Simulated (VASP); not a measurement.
Here is a VASP 6.6.1 calculation.

File INCAR:

```
PREC = Accurate ; ENCUT = 520
EDIFF = 1E-6 ; ISMEAR = 0
SIGMA = 0.1 ; LREAL = False
LASPH = True ; NELM = 80
ALGO = Normal ; ISIF = 2
LWAVE = False ; LCHARG = True
LDIPOL = True ; IDIPOL = 3
DIPOL = 0.5 0.5 0.313 ; GGA = PE
LELF = True ; LVHAR = True
LVACPOTAV = True ; NBANDS = 25
```

KPOINTS

```
regular mesh
0
Gamma
  9 3 1
```

POSCAR

```
Al9H
1.0
    2.8543223330      0.0000000000      0.0000000000
   -1.4271611665      9.7033329366      0.0000000000
    0.0000000000      0.0000000000     21.7902708969
Al H
9 1
Direct
    0.5324485604      0.0648971207      0.1835681630
    0.6709687938      0.3419375876      0.2292758741
    0.2986728405      0.5973456810      0.2384174163
    0.9263768872      0.8527537744      0.2475589585
    0.0639738222      0.1277383808      0.2937147080
    0.1995905480      0.4042696935      0.3452583266
    0.8288544886      0.6597110299      0.3524478004
    0.4526361687      0.9111292155      0.3607640453
    0.5925232094      0.1814597089      0.4034034702
    0.9675232094      0.5564597089      0.4800431783
```

Potentials or basis: VASP PAW PBE potentials, release 64 (Al, H).

Launch:

```bash
$ cat potpaw_PBE.64/Al/POTCAR potpaw_PBE.64/H/POTCAR > POTCAR
$ mpirun -np 1 vasp_std > vasp.out
```

Question: Predict the band gap on the k mesh.

Answer: Zero (bands 14 and 15 overlap by 0.98 eV).

Question: Predict the largest force.

Answer: 0.702 eV/Å.

Forces on the atoms (eV/Å):
```
Al   0.015  0.179  0.024
Al   0.002  0.052 -0.016
Al   0.006 -0.013 -0.034
Al   0.001 -0.162 -0.181
Al  -0.016  0.026 -0.031
Al  -0.015  0.044  0.134
Al   0.072 -0.182  0.674
Al   0.006 -0.085  0.072
Al  -0.003  0.050  0.044
H   -0.066  0.090 -0.685
```
